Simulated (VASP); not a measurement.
Set up this calculation in VASP 6.6.1, as the native input.

| Property | Result |
| --- | --- |
| Task | single point |
| Functional | PBE |
| Potentials or basis | VASP PAW PBE potentials, release 64 (K_sv, Mg_sv, Ga_d, C, N) |
| Cutoff | 840 eV |
| k mesh | 6 × 6 × 6 |
| Occupations | gaussian, width 0.1 eV |
| Spin | no spin polarisation |
| Dipole correction | no |
| Further INCAR settings | LREAL = Auto; ALGO = Normal; EDIFF = 1e-06; NBANDS = 62 |

The structure of K2MgGaC6N6 lies in POSCAR:

```
K2MgGaC6N6
1.0
    0.0000000000      5.4507065586      5.4507065586
    5.4507065586      0.0000000000      5.4507065586
    5.4507065586      5.4507065586      0.0000000000
K Mg Ga C N
2 1 1 6 6
Direct
    0.2500000000      0.2500000000      0.2500000000
    0.7500000000      0.7500000000      0.7500000000
    0.5000000000      0.5000000000      0.5000000000
    0.0000000000      0.0000000000      0.0000000000
    0.8046664050      0.1953335950      0.1953335950
    0.1953335950      0.8046664050      0.1953335950
    0.1953335950      0.1953335950      0.8046664050
    0.1953335950      0.8046664050      0.8046664050
    0.8046664050      0.1953335950      0.8046664050
    0.8046664050      0.8046664050      0.1953335950
    0.6968542400      0.3031457600      0.3031457600
    0.3031457600      0.6968542400      0.3031457600
    0.3031457600      0.3031457600      0.6968542400
    0.3031457600      0.6968542400      0.6968542400
    0.6968542400      0.3031457600      0.6968542400
    0.6968542400      0.6968542400      0.3031457600
```

These files were run (other wordings do the same):

INCAR

```
SYSTEM = K2MgGaC6N6
PREC = Accurate
ENCUT = 840
EDIFF = 1E-6
ISMEAR = 0
SIGMA = 0.1
LREAL = Auto
LASPH = .True.
NELM = 120
ALGO = Normal
ISIF = 2
LWAVE = .False.
LCHARG = .True.
GGA = PE
LELF = .True.
LVHAR = .True.
NBANDS = 62
GGA_COMPAT = .False.
```

KPOINTS

```
Automatic mesh
0
Gamma
  6 6 6
  0 0 0
```

Potentials or basis: VASP PAW PBE potentials, release 64 (K_sv, Mg_sv, Ga_d, C, N).

Launch:

```sh
$ cat potpaw_PBE.64/K_sv/POTCAR potpaw_PBE.64/Mg_sv/POTCAR potpaw_PBE.64/Ga_d/POTCAR potpaw_PBE.64/C/POTCAR potpaw_PBE.64/N/POTCAR > POTCAR
$ mpirun -np 1 vasp_std > vasp.out
```

It gave:

- Pressure: 0.4 GPa
- Largest force: 0.363 eV/Å
- Band gap on the k mesh: zero (an odd number of electrons rules out a gap without spin polarisation)

Caveat: an odd number of electrons without spin polarisation forces a metal; a magnetic or distorted state may lie lower.

It took 24 min on 1 thread of Intel(R) Xeon(R) Platinum 8259CL CPU @ 2.50GHz (Skylake/Cascade Lake) (shared host), peak memory 1.2 GiB.
